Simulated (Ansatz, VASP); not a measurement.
CaO in VASP and in Ansatz

```
Ca O
1.0
     4.02065    0.00000    0.00000
    -2.01032    3.48198    0.00000
     0.00000    0.00000    4.74754
Ca O
2 2
Direct
  0.33333 0.66667 0.93750
  0.66667 0.33333 0.43750
  0.33333 0.66667 0.43750
  0.66667 0.33333 0.93750
```

Change from the starting cell: epitaxial_xy strain +1.0%.

Alike in both runs: task single point; functional PBE; k mesh 12 × 12 × 6; occupations fermi-dirac, width 0.02 eV; no spin polarisation.

```csv
,VASP,Ansatz
version,VASP 6.6.1,Ansatz 0.2.0
potentials or method,"VASP PAW PBE potentials, release 64 (Ca_sv, O)","plane waves, PAW"
plane-wave cutoff (eV),520,420
valence electrons in the cell,32,32
```

Ansatz gave:

- gap on the k mesh at the Fermi level (eV): 3.11
- pressure (GPa): 0.6
- traceless stress, the component that is largest in VASP (GPa): 1.47

Estimate VASP's values.

gap on the k mesh at the Fermi level (eV): 3.09; pressure (GPa): 1.0; traceless stress, the component that is largest in VASP (GPa): 1.55.

With one functional, cell and mesh, what is left measures potentials, basis and numerics.
